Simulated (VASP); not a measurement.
**SiO2: single point with PBEsol**

SiO2:

```
CELL_PARAMETERS angstrom
5.03103 0.00000 0.00000
0.00000 5.03103 0.00000
0.00000 0.00000 7.01064
ATOMIC_POSITIONS crystal
Si 0.79771 0.79771 0.50000
Si 0.70229 0.29771 0.25000
Si 0.20229 0.20229 0.00000
Si 0.29771 0.70229 0.75000
O 0.26029 0.39882 0.82197
O 0.10118 0.76029 0.57197
O 0.73971 0.60118 0.32197
O 0.89882 0.23971 0.07197
O 0.76029 0.10118 0.42803
O 0.60118 0.73971 0.67803
O 0.23971 0.89882 0.92803
O 0.39882 0.26029 0.17803
```

```
Program             : VASP 6.6.1
Task                : single point
Functional          : PBEsol
Potentials or basis : VASP PAW PBE potentials, release 64 (Si, O)
Cutoff              : 520 eV
k mesh              : 6 × 6 × 4
Occupations         : gaussian, width 0.02 eV
Spin                : no spin polarisation
```

```json
{
 "Pressure": "0.5 GPa",
 "Largest force": "0.026 eV/Å",
 "Band gap on the k mesh": "5.57 eV"
}
```

Forces in eV/Å, atoms in the order of the input:
```
Si   0.019  0.019  0.000
Si  -0.019  0.019  0.000
Si  -0.019 -0.019  0.000
Si   0.019 -0.019  0.000
O    0.001 -0.015 -0.011
O    0.015  0.001 -0.011
O   -0.001  0.015 -0.011
O   -0.015 -0.001 -0.011
O    0.001  0.015  0.011
O    0.015 -0.001  0.011
O   -0.001 -0.015  0.011
O   -0.015  0.001  0.011
```

Levels at points of the mesh, in eV from the valence-band top:
```csv
k point,band 28,band 29,band 30,band 31,band 32,band 33,band 34,band 35,band 36,band 37
"(0.00, 0.00, 0.00)",-1.21,-0.68,-0.28,-0.28,0.00,5.57,8.65,8.65,8.97,8.97
"(0.50, 0.00, 0.00)",-1.02,-0.65,-0.65,-0.48,-0.48,7.57,7.57,9.11,9.11,9.54
"(0.50, 0.50, 0.00)",-1.33,-0.59,-0.59,-0.55,-0.55,8.55,8.55,8.65,8.65,9.64
"(0.00, 0.00, 0.50)",-0.79,-0.52,-0.52,-0.40,-0.40,6.79,6.79,9.25,9.25,9.37
"(0.50, 0.00, 0.50)",-0.99,-0.93,-0.93,-0.17,-0.17,7.82,7.82,8.83,8.83,9.13
"(0.50, 0.50, 0.50)",-1.35,-0.64,-0.64,-0.64,-0.64,9.07,9.07,9.07,9.07,9.61
```

Wall time 3.6 min on 1 thread of Intel(R) Xeon(R) Platinum 8259CL CPU @ 2.50GHz (Skylake/Cascade Lake), on a shared host, peak memory 0.37 GiB.

Caveat: the PAW data sets were made with another functional, which shifts forces and pressure a little. A k mesh can miss the band edges.
